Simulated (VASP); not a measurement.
Set up this calculation in VASP 6.6.1, as the native input.

* Task: single point
* Functional: PBEsol
* Potentials or basis: VASP PAW PBE potentials, release 64 (Co, Si)
* Cutoff: 520 eV
* k mesh: 10 × 10 × 8
* Occupations: gaussian, width 0.1 eV
* Spin: no spin polarisation
* Dipole correction: no
* Further INCAR settings: ALGO = Normal; EDIFF = 1e-06; NBANDS = 26

The structure of CoSi2 lies in POSCAR:

```
CoSi2
1.0
    2.6263711090      2.6263711090      0.0000000000
   -2.6263711090      2.6263711090      0.0000000000
    0.0000000000      0.0000000000      5.5515707892
Co Si
2 4
Direct
    0.0000000000      0.0000000000      0.0000000000
    0.5000000000      0.5000000000      0.5000000000
    0.0000000000      0.5000000000      0.7500000000
    0.5000000000      0.0000000000      0.7500000000
    0.5000000000      0.0000000000      0.2500000000
    0.0000000000      0.5000000000      0.2500000000
```

This cell differs from its parent crystal: uniaxial strain along c: +4.5 %.

These files were run (other wordings do the same):

INCAR

```
PREC = Accurate
ENCUT = 520
EDIFF = 1E-6
ISMEAR = 0
SIGMA = 0.1
LREAL = False
LASPH = True
NELM = 80
ALGO = Normal
ISIF = 2
LWAVE = False
LCHARG = False
GGA = PS
NBANDS = 26
```

KPOINTS

```
Automatic mesh
0
Gamma
  10 10 8
```

Potentials or basis: VASP PAW PBE potentials, release 64 (Co, Si).

The run is started by

```bash
$ cat potpaw_PBE.64/Co/POTCAR potpaw_PBE.64/Si/POTCAR > POTCAR
$ mpirun -np 1 vasp_std > vasp.out
```

Results of the run:

```json
{"Pressure": "-3.7 GPa", "Band gap on the k mesh": "zero (bands 17 and 18 overlap by 3.31 eV)"}
```

Caveat: the cell differs from its parent crystal (uniaxial strain along c: +4.5 %); the stress differs along the axes, from -7 to -2 GPa; the PAW data sets were made with another functional, which shifts forces and pressure a little; the run has no spin polarisation, though such a crystal can be magnetic.

It took 110 s on 1 thread of AMD EPYC 9R45 96-Core Processor (Zen 5), on a shared host, peak memory 0.26 GiB.
